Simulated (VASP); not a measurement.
Here is a VASP 6.6.1 calculation.

File INCAR:

```
SYSTEM = Cd
ALGO = Normal ; EDIFF = 1E-8
ENCUT = 520 ; GGA = PE
IBRION = 6 ; ISIF = 2
ISMEAR = 1 ; IVDW = 12
LASPH = .TRUE. ; LCHARG = .FALSE.
LREAL = .FALSE. ; LWAVE = .FALSE.
NELM = 60 ; NFREE = 2
NSW = 1 ; POTIM = 0.015
PREC = Accurate ; SIGMA = 0.025
```

The input KPOINTS:

```
k-points
0
G
  10 10 4
  0 0 0
```

Contents of POSCAR:

```
Cd
1.0
    2.9788700000      0.0000000000      0.0000000000
   -1.4894350000      2.5797770946      0.0000000000
    0.0000000000      0.0000000000      5.6176500000
Cd
2
Direct
    0.6666666667      0.3333333333      0.7500000000
    0.3333333333      0.6666666667      0.2500000000
```

Potentials or basis: VASP PAW PBE potentials, release 64 (Cd).

The run is started by

```bash
$ cat potpaw_PBE.64/Cd/POTCAR > POTCAR
$ mpirun -np 1 vasp_std > vasp.out
```

**Question.** Predict the highest phonon frequency at Γ.

**Answer.** 101 cm⁻¹.

**Question.** What does it give for the dispersion energy per atom?

**Answer.** -0.444 eV.

Phonon frequencies in cm⁻¹ (negative: imaginary):
```csv
q point,frequencies
"(0.000, 0.000, 0.000)",0 0 0 36 36 101
```

Caveat: three body term missing.
